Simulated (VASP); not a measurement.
# Al3GaN4 (Pm) in VASP: a series of runs

Al3GaN4 is run at these levels: PBEsol; tasks: relaxation of cell and atoms, single point.

Everything below comes from runs of VASP 6.6.1. Logs are shortened: lines on timing, memory, paths and dates and some standing lists are left out, and cuts for length are marked.

**1. The cell of the first run**

Symmetry: Pm, No. 6, monoclinic system. Conventional cell: a = 5.038 Å, b = 3.125 Å, c = 5.411 Å, α = 90.00°, β = 90.04°, γ = 90.00°. Al (site symmetry m) has 4 N at 1.87 to 1.90 Å within 2.5 Å. Within 2.5 Å of Al (site symmetry m) lie 4 N at 1.89 to 1.90 Å. Al (site symmetry m) has 4 N at 1.89 to 1.90 Å within 2.5 Å. Within 2.6 Å of Ga (site symmetry m) lie 4 N at 1.93 to 1.96 Å. N (site symmetry m) has 3 Al at 1.89 Å and 1 Ga at 1.96 Å within 2.5 Å. Within 2.5 Å of N (site symmetry m) lie 4 Al at 1.90 Å. N (site symmetry m) has 2 Al at 1.87 to 1.89 Å and 2 Ga at 1.93 Å within 2.5 Å. Within 2.5 Å of N (site symmetry m) lie 3 Al at 1.89 to 1.90 Å and 1 Ga at 1.95 Å.

**2. Relaxation of cell and atoms, PBEsol**

INCAR reads:

```
PREC = Accurate
ENCUT = 600
EDIFF = 1E-6
ISMEAR = 0
SIGMA = 0.02
LREAL = False
LASPH = True
NELM = 100
ALGO = Normal
ISIF = 3
LWAVE = False
LCHARG = False
GGA = PS
IBRION = 2
NSW = 100
EDIFFG = -0.005
```

KPOINTS reads:

```
Automatic mesh
0
Gamma
  6 8 4
```

POSCAR reads:

```
Al3GaN4
1.0
    5.0376935905      0.0000000000      0.0000000000
    0.0000000000      3.1254377800      0.0000000000
   -0.0033559659      0.0000000000      5.4111720837
Al Ga N
3 1 4
Direct
    0.5000987300      0.5000000000      0.1672803900
    0.0007635700      0.5000000000      0.8349643100
    0.0008865500      0.0000000000      0.3315828000
    0.4997148900      0.0000000000      0.6661637400
    0.1101354300      0.0000000000      0.6662955400
    0.1225865200      0.5000000000      0.1671738600
    0.6259035500      0.5000000000      0.8412775200
    0.6235097600      0.0000000000      0.3252628400
```

Potentials or basis: VASP PAW PBE potentials, release 64 (Al, Ga_d, N).

Launch:

```sh
$ cat potpaw_PBE.64/Al/POTCAR potpaw_PBE.64/Ga_d/POTCAR potpaw_PBE.64/N/POTCAR > POTCAR
$ mpirun -np 1 vasp_std > vasp.out
```

OUTCAR:

```text
PREC = Accurate
   ENCUT = 600
   EDIFF = 1E-6
   ISMEAR = 0
   LREAL = False
   LASPH = True
   NELM = 100
   ISIF = 3
   GGA = PS
   IBRION = 2
   NSW = 100
   EDIFFG = -0.005

 ion  position               nearest neighbor table
   1  0.500  0.500  0.167-   7 1.87   8 1.89   8 1.89   6 1.90   2 3.09   3 3.09   3 3.09   3 3.10
                             3 3.10   2 3.10   4 3.12   4 3.12   4 3.13   4 3.13
   2  0.001  0.500  0.835-   7 1.89   5 1.89   5 1.89   6 1.90   1 3.09   4 3.10   4 3.10   1 3.10
                             4 3.11   4 3.11   3 3.11   3 3.11   3 3.14   3 3.14
   3  0.001  0.000  0.332-   5 1.89   6 1.90   6 1.90   8 1.90   1 3.09   1 3.09   4 3.10   1 3.10
                             1 3.10   4 3.11   2 3.11   2 3.11   2 3.14   2 3.14
   4  0.500  0.000  0.666-   7 1.93   7 1.93   8 1.95   5 1.96   3 3.10   2 3.10   2 3.10   2 3.11
                             2 3.11   3 3.11   1 3.12   1 3.12   1 3.13   1 3.13
   5  0.110  0.000  0.666-   2 1.89   2 1.89   3 1.89   4 1.96
   6  0.123  0.500  0.167-   2 1.90   3 1.90   3 1.90   1 1.90
   7  0.626  0.500  0.841-   1 1.87   2 1.89   4 1.93   4 1.93
   8  0.624  0.000  0.325-   1 1.89   1 1.89   3 1.90   4 1.95

  LATTYP: Found a simple monoclinic cell.
 ALAT       =     5.0376935905
 B/A-ratio  =     0.6204104565
 C/A-ratio  =     1.0741370088
 COS(beta)  =    -0.0006201919

  Lattice vectors:

 A1 = (   5.0376935905,   0.0000000000,   0.0000000000)
 A2 = (   0.0000000000,   3.1254377800,   0.0000000000)
 A3 = (  -0.0033559659,   0.0000000000,   5.4111720837)

Analysis of symmetry for initial positions (statically):
=====================================================================
 Subroutine PRICEL returns:
 Original cell was already a primitive cell.

 Routine SETGRP: Setting up the symmetry group for a
 simple monoclinic supercell.

 Subroutine GETGRP returns: Found  2 space group operations
 (whereof  2 operations were pure point group operations)
 out of a pool of  4 trial point group operations.

The static configuration has the point symmetry C_1h.

Analysis of symmetry for dynamics (positions and initial velocities):
=====================================================================
 Subroutine PRICEL returns:
 Original cell was already a primitive cell.

 Routine SETGRP: Setting up the symmetry group for a
 simple monoclinic supercell.

 Subroutine GETGRP returns: Found  2 space group operations
 (whereof  2 operations were pure point group operations)
 out of a pool of  4 trial point group operations.

The dynamic configuration has the point symmetry C_1h.

 Subroutine INISYM returns: Found  2 space group operations
 (whereof  2 operations are pure point group operations),
 and found     1 'primitive' translations

----------------------------------------------------------------------------------------

                                     Primitive cell

  volume of cell :      85.1989

  direct lattice vectors                    reciprocal lattice vectors
     5.037693590  0.000000000  0.000000000     0.198503538  0.000000000  0.000123110
     0.000000000  3.125437780  0.000000000     0.000000000  0.319955178  0.000000000
    -0.003355966  0.000000000  5.411172084     0.000000000  0.000000000  0.184802846

  length of vectors
     5.037693590  3.125437780  5.411173124     0.198503576  0.319955178  0.184802846

  position of ions in fractional coordinates (direct lattice)
     0.500098730  0.500000000  0.167280390
     0.000763570  0.500000000  0.834964310
     0.000886550  0.000000000  0.331582800
     0.499714890  0.000000000  0.666163740
     0.110135430  0.000000000  0.666295540
     0.122586520  0.500000000  0.167173860
     0.625903550  0.500000000  0.841277520
     0.623509760  0.000000000  0.325262840

  ion indices of the primitive-cell ions
   primitive index   ion index
                 1           1
                 2           2
                 3           3
                 4           4
                 5           5
                 6           6
[... 48 lines left out ...]
   TEBEG  =    0.0;   TEEND  =   0.0 temperature during run
   PSTRESS=    0.0 pullay stress
   NELECT =      42.0000    total number of electrons
   NUPDOWN=      -1.0000    fix difference up-down
   EMIN   =  10.00;   EMAX   =-10.00  energy-range for DOS
   EFERMI =   0.00;   METHOD = LEGACY
   ISMEAR =     0;   SIGMA  =   0.02  broadening in eV -4-tet -1-fermi 0-gaus
   EFERMI_NEDOS =   21; number of points for ismear=-14 and -15
   IALGO  =     38    algorithm
   IMIX   =      4    mixing-type and parameters
     AMIX     =   0.40;   BMIX     =  1.00
     AMIX_MAG =   1.60;   BMIX_MAG =  1.00
  volume/ion in A,a.u.               =      10.65        71.87
  Fermi-wavevector in a.u.,A,eV,Ry     =   1.293242  2.443874 22.755417  1.672476
  Thomas-Fermi vector in A             =   2.424900
   LORBIT       =      0    0 simple, 1 ext, 2 COOP (PROOUT), +10 PAW based schemes
   GGA     = PS    functional components
   LHFCALC =     F    Hartree Fock is set to
   AEXX    =    0.0000 exact exchange contribution
   IVDW    =     0    specifies the selected vdW correction
   LEPSILON=     F    determine dielectric tensor
   LRPA    =     F    only Hartree local field effects (RPA)
 conjugate gradient relaxation of ions
 non-spin polarized calculation
 Gauss-broadening in eV      SIGMA  =   0.02
  energy-cutoff  :      600.00
  volume of cell :       85.20
 maximum number of plane-waves:      2870
   NGX = 21   NGY = 13   NGZ = 21

--------------------------------------- Ionic step        1  -------------------------------------------

 number of electron      42.0000004 magnetization

 Free energy of the ion-electron system (eV)
  ---------------------------------------------------
  ext. energy  EPLUGINS =         0.00000000
  ---------------------------------------------------
  free energy    TOTEN  =       -60.07106815 eV

  energy without entropy =      -60.07106815  energy(sigma->0) =      -60.07106815

------------------------ aborting loop because EDIFF is reached ----------------------------------------

  FORCE on cell =-STRESS in cart. coord.  units (eV):
  Direction    XX          YY          ZZ          XY          YZ          ZX
  --------------------------------------------------------------------------------------
  -------------------------------------------------------------------------------------
  Total        0.3062935      0.3230769      0.2959117      0.0000000      0.0000000     -0.0184121
  in kB        5.7598924      6.0755076      5.5646615      0.0000000      0.0000000     -0.3462413
  external PRESSURE =       5.8000205 kB  Pullay stress =       0.0000000 kB
[... 321 lines left out ...]
  energy  without entropy=      -60.0730374486  energy(sigma->0) =      -60.07303745

--------------------------------------- Ionic step        9  -------------------------------------------

 number of electron      42.0000006 magnetization

 Free energy of the ion-electron system (eV)
  ---------------------------------------------------
  ext. energy  EPLUGINS =         0.00000000
  ---------------------------------------------------
  free energy    TOTEN  =       -60.07304954 eV

  energy without entropy =      -60.07304954  energy(sigma->0) =      -60.07304954

 E-fermi :   5.8875     XC(G=0): -11.3251

 val. band max:        5.7886384877   @ k =   0.0000   0.0000   0.0000
 cond. band min:       9.2915671130   @ k =   0.0000   0.0000   0.0000
 fundamental gap:      3.5029286253
 Fermi energy:         5.8874942640

 k-point     1 :       0.0000    0.0000    0.0000
  band No.  band energies     occupation
      1      -9.5567      2.00000
      2      -8.1695      2.00000
      3      -8.1239      2.00000
      4      -7.2005      2.00000
      5      -7.0134      2.00000
      6      -6.9233      2.00000
[... 685 lines left out ...]
     25      12.2845      0.00000
     26      14.1964      0.00000

 [... further k-points ...]

------------------------ aborting loop because EDIFF is reached ----------------------------------------

  FORCE on cell =-STRESS in cart. coord.  units (eV):
  Direction    XX          YY          ZZ          XY          YZ          ZX
  --------------------------------------------------------------------------------------
  -------------------------------------------------------------------------------------
  Total       -0.0015868     -0.0035625     -0.0062389      0.0000000      0.0000000      0.0012090
  in kB       -0.0297515     -0.0667957     -0.1169786      0.0000000      0.0000000      0.0226686
  external PRESSURE =      -0.0711753 kB  Pullay stress =       0.0000000 kB
[... 23 lines left out ...]
  FREE ENERGIE OF THE ION-ELECTRON SYSTEM (eV)
  ---------------------------------------------------
  free  energy   TOTEN  =       -60.0730495368 eV

  energy  without entropy=      -60.0730495368  energy(sigma->0) =      -60.07304954

 reached required accuracy - stopping structural energy minimisation
```

Run time: 8.9 min. Hardware: 1 thread of AMD EPYC 7R13 (Zen 3), shared host; peak memory 0.32 GiB.

What came out:

* Free energy: -60.0730 eV
* Relaxed volume: 10.68 Å³/atom
* Relaxed cell: a = 5.042 Å, b = 3.129 Å, c = 5.416 Å, α = 90.00°, β = 90.04°, γ = 90.00°
* Space group after relaxing (to 0.1 Å): Pm (No. 6)
* Energy gained by relaxing: 0.2 meV/atom
* Ionic steps: 9
* Pressure after relaxing: 0.0 GPa
* Largest force after relaxing: 0.004 eV/Å
* Band gap on the k mesh: 3.50 eV

Forces on the atoms (eV/Å):
```
Al  -0.002  0.000  0.001
Al   0.000  0.000  0.004
Al   0.003  0.000 -0.003
Ga   0.003  0.000  0.001
N   -0.003  0.000  0.000
N    0.001  0.000 -0.002
N   -0.002  0.000 -0.004
N   -0.001  0.000  0.003
```

Step by step:
```tsv
step	energy change (eV)	largest force (eV/Å)	pressure (GPa)	volume (Å³)
1	0.0000	0.1834	0.58	85.20
2	-0.0015	0.0514	-0.52	85.68
3	-0.0018	0.0360	-0.16	85.53
4	-0.0018	0.0341	-0.22	85.54
5	-0.0020	0.0203	0.08	85.42
6	-0.0020	0.0122	-0.03	85.45
7	-0.0020	0.0120	0.00	85.44
8	-0.0020	0.0119	0.01	85.45
9	-0.0020	0.0044	-0.01	85.45
```

Final structure:
```yaml
crystal:
  lattice:
    - [5.04181, 0.00000, -0.00004]
    - [0.00000, 3.12920, 0.00000]
    - [-0.00340, 0.00000, 5.41617]
  atoms:
    - { symbol: Al, position: [0.50027, 0.50000, 0.16734] }
    - { symbol: Al, position: [0.00094, 0.50000, 0.83478] }
    - { symbol: Al, position: [0.00106, 0.00000, 0.33171] }
    - { symbol: Ga, position: [0.49942, 0.00000, 0.66622] }
    - { symbol: N, position: [0.11129, 0.00000, 0.66632] }
    - { symbol: N, position: [0.12241, 0.50000, 0.16717] }
    - { symbol: N, position: [0.62506, 0.50000, 0.84012] }
    - { symbol: N, position: [0.62314, 0.00000, 0.32635] }
```

Caveat: the PAW data sets were made with another functional, which shifts forces and pressure a little.

**3. Relaxation of cell and atoms, PBEsol, target pressure -2 GPa, at which the enthalpy is minimised**

This run uses another cell than the first one, of 10.90 Å³/atom.

INCAR reads:

```
ALGO = Normal
EDIFF = 1E-6
EDIFFG = -0.008
ENCUT = 600
GGA = PS
IBRION = 2
ISIF = 3
ISMEAR = 0
LASPH = T
LCHARG = F
LREAL = F
LWAVE = F
NELM = 100
NSW = 70
PREC = Accurate
PSTRESS = -20.0
SIGMA = 0.02
```

KPOINTS reads:

```
k-points
0
Gamma
  6 8 4
```

POSCAR reads:

```
Al3GaN4
1.0
    5.0762088929      0.0000000000      0.0001157386
    0.0000000000      3.1504310267      0.0000000000
   -0.0032573046      0.0000000000      5.4532290589
Al Ga N
3 1 4
Direct
    0.5002300423      0.5000000000      0.1673295664
    0.0009207036      0.5000000000      0.8348055932
    0.0010880650      0.0000000000      0.3316926342
    0.4994217138      0.0000000000      0.6662009016
    0.1111724737      0.0000000000      0.6663292503
    0.1224543238      0.5000000000      0.1671578647
    0.6251234799      0.5000000000      0.8401923551
    0.6231881979      0.0000000000      0.3262928345
```

Potentials or basis: VASP PAW PBE potentials, release 64 (Al, Ga_d, N).

Launch:

```sh
$ cat potpaw_PBE.64/Al/POTCAR potpaw_PBE.64/Ga_d/POTCAR potpaw_PBE.64/N/POTCAR > POTCAR
$ mpirun -np 1 vasp_std > vasp.out
```

Run time: 7.1 min. Hardware: 1 thread of AMD EPYC 7R13 (Zen 3), shared host; peak memory 0.32 GiB.

The run converged. Its results:

- Free energy: -60.0709 eV
- Relaxed volume: 10.79 Å³/atom
- Relaxed cell: a = 5.059 Å, b = 3.139 Å, c = 5.433 Å, α = 90.00°, β = 90.04°, γ = 90.00°
- Space group after relaxing (to 0.1 Å): Pm (No. 6)
- Energy change on relaxing (the run minimises the enthalpy): -2.1 meV/atom
- Ionic steps: 5
- Pressure after relaxing: -1.9 GPa
- Largest force after relaxing: 0.007 eV/Å
- Band gap on the k mesh: 3.42 eV

Forces on the atoms (eV/Å):
```
Al  -0.003  0.000  0.002
Al  -0.001  0.000  0.001
Al  -0.001  0.000 -0.001
Ga  -0.003  0.000  0.001
N    0.007  0.000  0.001
N    0.001  0.000 -0.001
N    0.000  0.000 -0.006
N    0.001  0.000  0.005
```

Step by step:
| step | energy change (eV) | largest force (eV/Å) | pressure (GPa) | volume (Å³) |
| --- | --- | --- | --- | --- |
| 1 | 0.0000 | 0.0156 | -3.93 | 87.21 |
| 2 | -0.0218 | 0.0158 | -0.26 | 85.56 |
| 3 | -0.0164 | 0.0085 | -2.18 | 86.33 |
| 4 | -0.0172 | 0.0074 | -1.82 | 86.26 |
| 5 | -0.0168 | 0.0075 | -1.91 | 86.29 |

Final structure:
```
Al Ga N
1.0
     5.05949    0.00000    0.00002
     0.00000    3.13896    0.00000
    -0.00334    0.00000    5.43340
Al Ga N
3 1 4
Direct
  0.50025 0.50000 0.16731
  0.00087 0.50000 0.83480
  0.00105 0.00000 0.33171
  0.49946 0.00000 0.66625
  0.11125 0.00000 0.66633
  0.12246 0.50000 0.16714
  0.62508 0.50000 0.84014
  0.62317 0.00000 0.32632
```

Levels at points of the mesh, in eV from the valence-band top:
| k point | band 17 | band 18 | band 19 | band 20 | band 21 | band 22 | band 23 | band 24 | band 25 | band 26 |
| --- | --- | --- | --- | --- | --- | --- | --- | --- | --- | --- |
| (0.00, 0.00, 0.00) | -0.88 | -0.74 | -0.09 | -0.01 | 0.00 | 3.42 | 5.40 | 5.84 | 5.91 | 7.51 |
| (0.50, 0.00, 0.00) | -1.30 | -0.65 | -0.65 | -0.32 | -0.27 | 4.77 | 5.15 | 5.59 | 5.98 | 8.43 |
| (0.00, 0.50, 0.00) | -2.90 | -1.88 | -1.81 | -1.55 | -1.48 | 5.60 | 5.62 | 7.54 | 7.63 | 7.92 |
| (0.50, 0.50, 0.00) | -2.94 | -1.18 | -1.17 | -1.15 | -0.90 | 6.06 | 6.41 | 6.43 | 6.46 | 8.20 |
| (0.00, 0.00, 0.50) | -1.56 | -0.56 | -0.54 | -0.40 | -0.21 | 5.42 | 5.70 | 6.89 | 7.30 | 7.73 |
| (0.50, 0.00, 0.50) | -1.46 | -1.19 | -1.15 | -1.12 | -0.75 | 5.81 | 6.07 | 6.23 | 6.36 | 8.05 |
| (0.00, 0.50, 0.50) | -2.19 | -1.94 | -1.85 | -0.78 | -0.64 | 5.13 | 5.55 | 5.73 | 5.84 | 6.93 |
| (0.50, 0.50, 0.50) | -1.58 | -1.51 | -1.42 | -1.40 | -1.18 | 4.63 | 5.05 | 5.09 | 5.12 | 7.71 |

Caveat: the cell is relaxed towards a set pressure, so the run minimises the enthalpy, not the energy; the PAW data sets were made with another functional, which shifts forces and pressure a little.

**4. Single point, PBEsol (11.33 Å³/atom)**

This run uses another cell than the first one, of 11.33 Å³/atom.

INCAR reads:

```
  PREC = Accurate
  ENCUT = 520
  EDIFF = 1E-7
  ISMEAR = 0
  SIGMA = 0.02
  LREAL = F
  LASPH = T
  NELM = 80
  ALGO = Normal
  ISIF = 2
  LWAVE = F
  LCHARG = F
  GGA = PS
  NBANDS = 31
```

KPOINTS reads:

```
Automatic mesh
0
Gamma
  6 8 4
```

POSCAR reads:

```
Al3GaN4
1.0
    5.1489371175      0.0000000000      0.0001628109
    0.0000000000      3.1892246255      0.0000000000
   -0.0032550378      0.0000000000      5.5210313463
Al Ga N
3 1 4
Direct
    0.5000043304      0.5000000000      0.1672432282
    0.0005860653      0.5000000000      0.8347017086
    0.0007857032      0.0000000000      0.3317991996
    0.4994599852      0.0000000000      0.6663176755
    0.1116209999      0.0000000000      0.6663588594
    0.1225388704      0.5000000000      0.1670701926
    0.6253097899      0.5000000000      0.8402216346
    0.6232932556      0.0000000000      0.3262885015
```

Launch:

```sh
$ cat potpaw_PBE.64/Al/POTCAR potpaw_PBE.64/Ga_d/POTCAR potpaw_PBE.64/N/POTCAR > POTCAR
$ mpirun -np 1 vasp_std > vasp.out
```

Run time: 3.8 min. Hardware: 1 thread of Intel Xeon Platinum 8259CL at 2.50GHz (Skylake/Cascade Lake), shared host; peak memory 0.3 GiB.

Results (log left out):

| Item | Value |
| --- | --- |
| Free energy | -59.8948 eV |
| Pressure | -10.4 GPa |
| Largest force | 0.008 eV/Å |
| Band gap on the k mesh | 3.04 eV |

Forces in eV/Å, atoms in the order of the input:
```
Al   0.002  0.000 -0.003
Al  -0.006  0.000  0.000
Al  -0.001  0.000  0.002
Ga   0.002  0.000  0.008
N    0.001  0.000  0.001
N    0.001  0.000 -0.003
N    0.000  0.000 -0.005
N    0.001  0.000  0.001
```

Levels at points of the mesh, in eV from the valence-band top:
```
           k point  band 19  band 20  band 21  band 22  band 23  band 24
(0.00, 0.00, 0.00)    -0.07    -0.01     0.00     3.04     5.22     5.59
(0.50, 0.00, 0.00)    -0.60    -0.31    -0.26     4.56     4.99     5.25
(0.00, 0.50, 0.00)    -1.73    -1.48    -1.42     5.55     5.56     7.20
(0.50, 0.50, 0.00)    -1.12    -1.11    -0.88     5.84     6.23     6.24
(0.00, 0.00, 0.50)    -0.50    -0.39    -0.20     5.07     5.38     6.60
(0.50, 0.00, 0.50)    -1.08    -1.06    -0.72     5.55     5.86     6.01
(0.00, 0.50, 0.50)    -1.75    -0.74    -0.61     4.98     5.43     5.60
(0.50, 0.50, 0.50)    -1.37    -1.34    -1.15     4.45     4.90     4.94
```

Caveat: the cell stands under tension; the PAW data sets were made with another functional, which shifts forces and pressure a little.

**5. The runs side by side**

| task | cell | cutoff (eV) | gap on the mesh (eV) | pressure (GPa) | largest force (eV/Å) |
| --- | --- | --- | --- | --- | --- |
| relaxation of cell and atoms | relaxed from a = 5.038, b = 3.125, c = 5.411 Å, 8 atoms, atomic positions A | 600 | 3.50 | 0.0 | - |
| relaxation of cell and atoms | relaxed to -2 GPa from a = 5.076, b = 3.150, c = 5.453 Å, 8 atoms, atomic positions B | 600 | 3.42 | -1.9 | 0.01 |
| single point | a = 5.149, b = 3.189, c = 5.521 Å, 8 atoms, atomic positions C | 520 | 3.04 | -10.4 | 0.01 |

Alike in all rows: level PBEsol; potentials or basis VASP PAW PBE potentials, release 64 (Al, Ga_d, N); no spin polarisation; k mesh 6 × 8 × 4; smearing gaussian 0.02 eV.

Caveats: the PAW data sets were made with another functional, which shifts forces and pressure a little; the cell is relaxed towards a set pressure, so the run minimises the enthalpy, not the energy (at least some runs); the cell stands under tension (at least some runs).

Total energies depend on the potentials used, so only differences within one code and one set of settings carry meaning.
